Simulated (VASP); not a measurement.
Input of a VASP 6.6.1 run:

The input INCAR:

```
PREC = Accurate
ENCUT = 500
EDIFF = 1E-6
ISMEAR = 0
SIGMA = 0.1
LREAL = False
LASPH = True
NELM = 120
ALGO = Normal
ISIF = 2
LWAVE = False
LCHARG = False
GGA = PS
NBANDS = 16
GGA_COMPAT = False
```

Contents of KPOINTS:

```
Automatic mesh
0
Gamma
  10 10 10
```

The input POSCAR:

```
InSb
1.0
    0.0000000000      3.2339052284      3.2756330378
    3.2339052284      0.0000000000      3.2756330378
    3.2339052284      3.2339052284      0.0000000000
In Sb
1 1
Direct
    0.0000000000      0.0000000000      0.0000000000
    0.2500000000      0.2500000000      0.2500000000
```

Potentials or basis: VASP PAW PBE potentials, release 64 (In_d, Sb).

Run with:

```console
$ cat potpaw_PBE.64/In_d/POTCAR potpaw_PBE.64/Sb/POTCAR > POTCAR
$ mpirun -np 1 vasp_std > vasp.out
```

(1) What does it give for the pressure?

(2) What does it give for the band gap on the k mesh?

## Answers

(1) 0.5 GPa.

(2) zero (filled and empty bands touch).

Caveat: the cell differs from its parent crystal (strained cell); the PAW data sets were made with another functional, which shifts forces and pressure a little; spin-orbit coupling is left out, which moves the levels of the heavy elements.
